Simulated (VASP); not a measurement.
Runs of VASP 6.6.1 on Ga. The structure is that of space group C2/c (No. 15), or close to it. The cells are those of the table. 

```csv
cell,k mesh,gap on the mesh (eV),pressure (GPa),largest force (eV/Å)
"a = 4.236, b = 4.236, c = 3.247 Å, angles 91.1, 91.1, 142.6°, 2 atoms",13 × 13 × 11,none,4.9,0.01
"a = 4.356, b = 4.356, c = 3.338 Å, angles 91.1, 91.1, 142.6°, 2 atoms",12 × 12 × 10,none,(b),-
"a = 4.523, b = 4.523, c = 3.467 Å, angles 91.1, 91.1, 142.6°, 2 atoms",13 × 13 × 11,none,(a),0.01
"a = 4.174, b = 4.174, c = 3.199 Å, angles 91.1, 91.1, 142.6°, 2 atoms",13 × 13 × 11,none,8.5,0.02
"a = 4.469, b = 4.469, c = 3.425 Å, angles 91.1, 91.1, 142.6°, 2 atoms",13 × 13 × 11,none,-3.1,0.01
```

Alike in all rows: task single point; level PBE; potentials or basis VASP PAW PBE potentials, release 64 (Ga_d); no spin polarisation; cutoff (eV) 500; smearing fermi-dirac 0.1 eV.

**Question.** Estimate the missing entries.

**Answer.** (a) -4.1; (b) 0.0.

Caveats: the cell stands under pressure (at least some runs); the cell stands under tension (at least some runs).

A k mesh can miss the band edges, and the runs leave out spin-orbit coupling on Ga.

A gap of «none» marks levels without a gap at the run's occupations.
